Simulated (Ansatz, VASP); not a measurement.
ZnS: VASP beside Ansatz

```
Zn S
1.0
     3.73823    0.00935    0.00935
    -1.86102    3.23273    0.00342
     0.01536    0.01536    6.14300
Zn S
2 2
Direct
  0.33273 0.66619 0.00561
  0.66598 0.33287 0.50561
  0.33278 0.66715 0.37940
  0.66851 0.33379 0.87938
```

Change from the starting cell: equal xy, yz and zx engineering shears of +0.5 %.

Alike in both runs: functional LDA; k mesh 6 × 6 × 4; no spin polarisation.

Ansatz relaxed the structure, and its values are those at the end. VASP's run is a single point on that final structure, the one shown.

|  | VASP | Ansatz |
| --- | --- | --- |
| version | VASP 6.6.1 | Ansatz 0.2.0 |
| potentials or method | VASP PAW LDA potentials, release 64 (Zn, S), cutoff 520 eV | all-electron LAPW, scalar-relativistic |
| occupations | gaussian, width 0.01 eV | fixed |

```tsv
	VASP	Ansatz	Ansatz less VASP
gap on the k mesh at the Fermi level (eV)	2.21	2.18	-0.033
pressure (GPa)	0.3	0.0	-0.26
```

LDA's correlation is that of Perdew and Zunger in VASP and of Perdew and Wang (1992) in Ansatz. Ansatz ran all-electron here, and VASP with PAW potentials.
